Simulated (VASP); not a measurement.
# H (C222_1) in VASP: single point with PBEsol

Aim: the single point of H with PBEsol.

All numbers are computed with VASP 6.6.1; they aren't measurements. Logs are shortened: lines on timing, memory, paths and dates and some standing lists are left out, and cuts for length are marked.

## (1) The cell of the first run

It takes space group C222_1 (No. 20, orthorhombic). Conventional cell: a = 3.170 Å, b = 5.342 Å, c = 6.088 Å, α = 90.00°, β = 90.00°, γ = 90.00°. H (site symmetry 1) has 1 H at 0.99 Å within 1.3 Å.

## (2) Single point, PBEsol (strained and its atoms moved)

Input file INCAR:

```
ALGO = Normal
EDIFF = 1E-7
ENCUT = 520
GGA = PS
ISIF = 2
ISMEAR = 0
LASPH = True
LCHARG = True
LELF = True
LREAL = False
LVHAR = True
LWAVE = False
NBANDS = 10
NELM = 60
PREC = Accurate
SIGMA = 0.02
```

Input file KPOINTS:

```
k-points
0
Gamma
  8 8 4
```

Input file POSCAR:

```
H
1.0
    1.5849479862     -2.6710720682      0.0000000000
    1.5849479862      2.6710720682      0.0000000000
    0.0000000000      0.0000000000      6.0876725657
H
4
Direct
    0.6403892579      0.4616055702      1.0220943792
    0.4616055702      0.6403892579     -0.0220943792
    0.3596107421      0.5383944298      0.5220943792
    0.5383944298      0.3596107421      0.4779056208
```

Potentials or basis: VASP PAW PBE potentials, release 64 (H).

Command:

```
> cat potpaw_PBE.64/H/POTCAR > POTCAR
> mpirun -np 1 vasp_std > vasp.out
```

OUTCAR:

```text
EDIFF = 1E-7
   ENCUT = 520
   GGA = PS
   ISIF = 2
   ISMEAR = 0
   LASPH = True
   LREAL = False
   NELM = 60
   PREC = Accurate

 ion  position               nearest neighbor table
   1  0.640  0.462  0.022-
   2  0.462  0.640  0.978-
   3  0.360  0.538  0.522-
   4  0.538  0.360  0.478-

  LATTYP: Found a base centered orthorhombic cell.
 ALAT       =     3.1698959724
 B/A-ratio  =     1.6852742749
 C/A-ratio  =     1.9204644628

  Lattice vectors:

 A1 = (   1.5849479862,  -2.6710720682,   0.0000000000)
 A2 = (   1.5849479862,   2.6710720682,   0.0000000000)
 A3 = (   0.0000000000,   0.0000000000,   6.0876725657)

Analysis of symmetry for initial positions (statically):
=====================================================================
 Subroutine PRICEL returns:
 Original cell was already a primitive cell.

 Routine SETGRP: Setting up the symmetry group for a
 base centered orthorhombic supercell.

 Subroutine GETGRP returns: Found  4 space group operations
 (whereof  2 operations were pure point group operations)
 out of a pool of  8 trial point group operations.

The static configuration has the point symmetry C_2 .
 The point group associated with its full space group is D_2 .

Analysis of symmetry for dynamics (positions and initial velocities):
=====================================================================
 Subroutine PRICEL returns:
 Original cell was already a primitive cell.

 Routine SETGRP: Setting up the symmetry group for a
 base centered orthorhombic supercell.

 Subroutine GETGRP returns: Found  4 space group operations
 (whereof  2 operations were pure point group operations)
 out of a pool of  8 trial point group operations.

The dynamic configuration has the point symmetry C_2 .
 The point group associated with its full space group is D_2 .

 Subroutine INISYM returns: Found  4 space group operations
 (whereof  2 operations are pure point group operations),
 and found     1 'primitive' translations

----------------------------------------------------------------------------------------

                                     Primitive cell

  volume of cell :      51.5444

  direct lattice vectors                    reciprocal lattice vectors
     1.584947986 -2.671072068  0.000000000     0.315467766 -0.187190756  0.000000000
     1.584947986  2.671072068  0.000000000     0.315467766  0.187190756  0.000000000
     0.000000000  0.000000000  6.087672566     0.000000000  0.000000000  0.164266391

  length of vectors
     3.105911479  3.105911479  6.087672566     0.366824604  0.366824604  0.164266391

  position of ions in fractional coordinates (direct lattice)
     0.640389258  0.461605570  0.022094379
     0.461605570  0.640389258  0.977905621
     0.359610742  0.538394430  0.522094379
     0.538394430  0.359610742  0.477905621

  ion indices of the primitive-cell ions
   primitive index   ion index
                 1           1
                 2           2
                 3           3
                 4           4

----------------------------------------------------------------------------------------

 KPOINTS: k-points

Automatic generation of k-mesh.
 Grid dimensions read from file:
 generate k-points for:    8    8    4

 Generating k-lattice:

  Cartesian coordinates                     Fractional coordinates (reciprocal lattice)
     0.039433471 -0.023398845  0.000000000     0.125000000  0.000000000  0.000000000
     0.039433471  0.023398845  0.000000000     0.000000000  0.125000000  0.000000000
     0.000000000  0.000000000  0.041066598     0.000000000  0.000000000  0.250000000

  Length of vectors
     0.045853076  0.045853076  0.041066598

  Shift w.r.t. Gamma in fractional coordinates (k-lattice)
     0.000000000  0.000000000  0.000000000

 Subroutine IBZKPT returns following result:
 ===========================================

 Found     63 irreducible k-points:

 Following reciprocal coordinates:
            Coordinates               Weight
  0.000000  0.000000  0.000000      1.000000
  0.125000  0.000000  0.000000      4.000000
  0.250000  0.000000  0.000000      4.000000
  0.375000  0.000000  0.000000      4.000000
  0.500000  0.000000  0.000000      2.000000
  0.125000  0.125000  0.000000      2.000000
[... 16 lines left out ...]
  0.125000  0.000000  0.250000      8.000000
  0.250000  0.000000  0.250000      8.000000
 [... further k-points ...]
   k-points           NKPTS =     63   k-points in BZ     NKDIM =     63   number of bands    NBANDS=     10
   number of dos      NEDOS =    301   number of ions     NIONS =      4
   total plane-waves  NPLWV =  27648
   dimension x,y,z NGX =    24 NGY =   24 NGZ =   48
   dimension x,y,z NGXF=    48 NGYF=   48 NGZF=   96
   ions per type =               4
   NGX,Y,Z   is equivalent  to a cutoff of  12.85, 12.85, 13.11 a.u.
   NGXF,Y,Z  is equivalent  to a cutoff of  25.69, 25.69, 26.22 a.u.
 SYSTEM =  unknown system
   PREC   = accura    normal or accurate (medium, high low for compatibility)
   ISTART =      0    job   : 0-new  1-cont  2-samecut
   ICHARG =      2    charge: 1-file 2-atom 10-const
   ISPIN  =      1    spin polarized calculation?
   LNONCOLLINEAR =      F non collinear calculations
   LSORBIT =      F    spin-orbit coupling
   LASPH  =      T    aspherical Exc in radial PAW
   ENCUT  =  520.0 eV  38.22 Ry    6.18 a.u.   5.77  5.77 11.32*2*pi/ulx,y,z
   NELM   =     60;   NELMIN=  2; NELMDL= -5     # of ELM steps
   EDIFF  = 0.1E-06   stopping-criterion for ELM
   LREAL  =      F    real-space projection
   EDIFFG = 0.1E-05   stopping-criterion for IOM
   NSW    =      0    number of steps for IOM
   IBRION =     -1    ionic relax: 0-MD 1-quasi-New 2-CG
   NFREE  =      0    steps in history (QN), initial steepest desc. (CG)
   ISIF   =      2    stress and relaxation
   ISYM   =      2    0-nonsym 1-usesym 2-fastsym
   POTIM  = 0.5000    time-step for ionic-motion
   TEBEG  =    0.0;   TEEND  =   0.0 temperature during run
   PSTRESS=    0.0 pullay stress
   NELECT =       4.0000    total number of electrons
   NUPDOWN=      -1.0000    fix difference up-down
   EMIN   =  10.00;   EMAX   =-10.00  energy-range for DOS
   EFERMI =   0.00;   METHOD = LEGACY
   ISMEAR =     0;   SIGMA  =   0.02  broadening in eV -4-tet -1-fermi 0-gaus
   EFERMI_NEDOS =   21; number of points for ismear=-14 and -15
   IALGO  =     38    algorithm
   IMIX   =      4    mixing-type and parameters
     AMIX     =   0.40;   BMIX     =  1.00
     AMIX_MAG =   1.60;   BMIX_MAG =  1.00
  volume/ion in A,a.u.               =      12.89        86.96
  Fermi-wavevector in a.u.,A,eV,Ry     =   0.698287  1.319572  6.634272  0.487605
  Thomas-Fermi vector in A             =   1.781849
   LORBIT       =      0    0 simple, 1 ext, 2 COOP (PROOUT), +10 PAW based schemes
   GGA     = PS    functional components
   LHFCALC =     F    Hartree Fock is set to
   AEXX    =    0.0000 exact exchange contribution
   IVDW    =     0    specifies the selected vdW correction
   LEPSILON=     F    determine dielectric tensor
   LRPA    =     F    only Hartree local field effects (RPA)
 non-spin polarized calculation
 Gauss-broadening in eV      SIGMA  =   0.02
  energy-cutoff  :      520.00
  volume of cell :       51.54
 maximum number of plane-waves:      1402
   NGX = 11   NGY = 11   NGZ = 23

 number of electron       4.0000001 magnetization

 Free energy of the ion-electron system (eV)
  ---------------------------------------------------
  ext. energy  EPLUGINS =         0.00000000
  ---------------------------------------------------
  free energy    TOTEN  =       -11.89503654 eV

  energy without entropy =      -11.89503654  energy(sigma->0) =      -11.89503654

 E-fermi :  -6.4911     XC(G=0):  -5.4689

 val. band max:       -6.6387149843   @ k =   0.5000   0.5000   0.0000
 cond. band min:      -1.7796160741   @ k =   0.5000   0.5000   0.0000
 fundamental gap:      4.8590989102
 Fermi energy:        -6.4911166073

 k-point     1 :       0.0000    0.0000    0.0000
  band No.  band energies     occupation
      1      -9.7637      2.00000
      2      -8.6670      2.00000
      3       0.2695      0.00000
      4       5.7005      0.00000
      5       6.4666      0.00000
      6       6.7942      0.00000
      7      10.5424      0.00000
      8      11.2682      0.00000
      9      13.3315      0.00000
     10      14.1216      0.00000

 k-point     2 :       0.1250    0.0000    0.0000
  band No.  band energies     occupation
      1      -9.5580      2.00000
      2      -8.4877      2.00000
      3       0.5448      0.00000
      4       4.7330      0.00000
      5       5.7789      0.00000
      6       6.8844      0.00000
      7       9.7183      0.00000
      8      11.5145      0.00000
      9      11.9090      0.00000
     10      13.4095      0.00000

 k-point     3 :       0.2500    0.0000    0.0000
  band No.  band energies     occupation
      1      -8.9941      2.00000
      2      -8.0067      2.00000
      3       1.2097      0.00000
      4       2.9388      0.00000
      5       4.1012      0.00000
      6       6.8733      0.00000
      7       8.8695      0.00000
      8      10.2079      0.00000
      9      11.7817      0.00000
     10      12.2562      0.00000

 k-point     4 :       0.3750    0.0000    0.0000
  band No.  band energies     occupation
      1      -8.2854      2.00000
      2      -7.4339      2.00000
      3       0.5274      0.00000
      4       2.4478      0.00000
      5       3.1898      0.00000
      6       6.7352      0.00000
      7       8.2987      0.00000
      8       8.8507      0.00000
      9       9.0626      0.00000
     10      12.1841      0.00000
[... 222 lines left out ...]
 k-point    22 :       0.0000    0.0000    0.2500
  band No.  band energies     occupation
      1      -9.6297      2.00000
      2      -8.8620      2.00000
      3       0.8654      0.00000
      4       4.3844      0.00000
      5       6.8577      0.00000
      6       6.8905      0.00000
      7      10.4297      0.00000
      8      10.5334      0.00000
      9      14.2635      0.00000
     10      15.3857      0.00000

 k-point    23 :       0.1250    0.0000    0.2500
  band No.  band energies     occupation
      1      -9.4265      2.00000
      2      -8.6767      2.00000
      3       1.1133      0.00000
      4       4.1258      0.00000
      5       5.8067      0.00000
      6       6.5797      0.00000
      7       9.5599      0.00000
      8      10.3309      0.00000
      9      12.9747      0.00000
     10      14.4488      0.00000

 k-point    24 :       0.2500    0.0000    0.2500
  band No.  band energies     occupation
      1      -8.8708      2.00000
      2      -8.1779      2.00000
      3       1.6161      0.00000
      4       2.9115      0.00000
      5       4.1465      0.00000
      6       6.3141      0.00000
      7       8.6194      0.00000
      8       9.5454      0.00000
      9      11.2990      0.00000
     10      12.2162      0.00000

 [... further k-points ...]
[... 5 lines left out ...]
  --------------------------------------------------------------------------------------
  -------------------------------------------------------------------------------------
  Total       -0.0065354     -7.3076332     -0.4708908      0.0000000      0.0000000      0.0000000
  in kB       -0.2031430   -227.1461718    -14.6368926      0.0000000      0.0000000      0.0000000
  external PRESSURE =     -80.6620691 kB  Pullay stress =       0.0000000 kB

 VOLUME and BASIS-vectors are now :
 -----------------------------------------------------------------------------
  energy-cutoff  :      520.00
  volume of cell :       51.54
      direct lattice vectors                 reciprocal lattice vectors
     1.584947986 -2.671072068  0.000000000     0.315467766 -0.187190756  0.000000000
     1.584947986  2.671072068  0.000000000     0.315467766  0.187190756  0.000000000
     0.000000000  0.000000000  6.087672566     0.000000000  0.000000000  0.164266391

 POSITION                                       TOTAL-FORCE (eV/Angst)
 -----------------------------------------------------------------------------------
      1.74660     -0.47754      0.13450         0.003801      3.750159     -1.054002
      1.74660      0.47754      5.95317         0.003801     -3.750159      1.054002
      1.42329      0.47754      3.17834        -0.003801     -3.750159     -1.054002
      1.42329     -0.47754      2.90933        -0.003801      3.750159      1.054002
 -----------------------------------------------------------------------------------
    total drift:                                0.000000      0.000000      0.000000

  FREE ENERGIE OF THE ION-ELECTRON SYSTEM (eV)
  ---------------------------------------------------
  free  energy   TOTEN  =       -11.8950365390 eV

  energy  without entropy=      -11.8950365390  energy(sigma->0) =      -11.89503654
```

Wall time 20 s (1 thread of Intel Xeon 6975P-C, shared host); peak memory 0.17 GiB.

Results:

```yaml
Free_energy: -11.8950 eV
Pressure: -8.1 GPa
Largest_force: 3.895 eV/Å
Band_gap_on_the_k_mesh: 4.86 eV, direct
```

Forces on the atoms (eV/Å):
```
H    0.004  3.750 -1.054
H    0.004 -3.750  1.054
H   -0.004 -3.750 -1.054
H   -0.004  3.750  1.054
```

Caveat: the cell differs from its parent crystal (strained and its atoms moved); the PAW data sets were made with another functional, which shifts forces and pressure a little. A k mesh can miss the band edges.
